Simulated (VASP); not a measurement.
Set up this calculation in VASP 6.6.1, as the native input.

```
Task                   : relaxation of cell and atoms
Functional             : PBE
Potentials or basis    : VASP PAW PBE potentials, release 64 (P, Sb, Ga_d)
Cutoff                 : 600 eV
k mesh                 : 12 × 12 × 4
Occupations            : fermi-dirac, width 0.02 eV
Spin                   : no spin polarisation
Dipole correction      : no
Further INCAR settings : ALGO = Normal; EDIFF = 1e-06; IBRION = 2; EDIFFG = -0.005; NSW = 80; ISIF = 3
```

The structure of Ga3SbP2 lies in POSCAR:

```
Ga3SbP2
1.0
    3.8647504831      0.0000000000      0.0000000000
   -1.9323752415      3.3469720976      0.0000000000
    0.0000000000      0.0000000000      9.4666666667
P Sb Ga
2 1 3
Direct
    0.0000000000      0.0000000000      0.0000000000
    0.3333333333      0.6666666667      0.3333333333
    0.6666666667      0.3333333333      0.6666666667
    0.3333333333      0.6666666667      0.0833333333
    0.6666666667      0.3333333333      0.4166666667
    0.0000000000      0.0000000000      0.7500000000
```

The input as run:

INCAR

```
SYSTEM = Ga3SbP2
PREC     = Accurate       ! precision mode
ENCUT    = 600            ! plane-wave cutoff, eV
EDIFF    = 1E-6           ! SCF threshold, eV
ISMEAR   = -1             ! smearing method
SIGMA    = 0.02           ! smearing width, eV
LREAL    = .FALSE.        ! projectors in reciprocal space
LASPH    = .TRUE.         ! aspherical terms in the spheres
NELM     = 100            ! most SCF steps
ALGO     = Normal         ! electronic algorithm
ISIF     = 3              ! what is computed and relaxed
LWAVE    = .FALSE.        ! write WAVECAR
LCHARG   = .FALSE.        ! write CHGCAR
GGA      = PE             ! functional
IBRION   = 2              ! ionic algorithm
NSW      = 80             ! ionic steps
EDIFFG   = -0.005         ! ionic threshold
```

KPOINTS

```
regular mesh
0
G
  12 12 4
  0 0 0
```

Potentials or basis: VASP PAW PBE potentials, release 64 (P, Sb, Ga_d).

Launch:

```bash
$ cat potpaw_PBE.64/P/POTCAR potpaw_PBE.64/Sb/POTCAR potpaw_PBE.64/Ga_d/POTCAR > POTCAR
$ mpirun -np 1 vasp_std > vasp.out
```

It gave:

- Relaxed volume: 23.76 Å³/atom
- Relaxed cell: a = 4.060 Å, b = 4.060 Å, c = 9.984 Å, α = 90.00°, β = 90.00°, γ = 120.00°
- Space group after relaxing (to 0.1 Å): P3m1 (No. 156)
- Energy gained by relaxing: 217.9 meV/atom
- Ionic steps: 17
- Pressure after relaxing: 0.0 GPa
- Largest force after relaxing: 0.005 eV/Å
- Band gap on the k mesh: zero (bands 27 and 28 overlap by 0.05 eV)

Caveat: the volume moved by over 15 % at a fixed basis, so the end points are rough; semilocal functionals underestimate gaps, so a narrow gap can read as zero; spin-orbit coupling is left out, which moves the levels of the heavy elements.

Wall time 45 min on 1 thread of Oxide Virtual Turin-like Processor (shared host), peak memory 0.47 GiB.
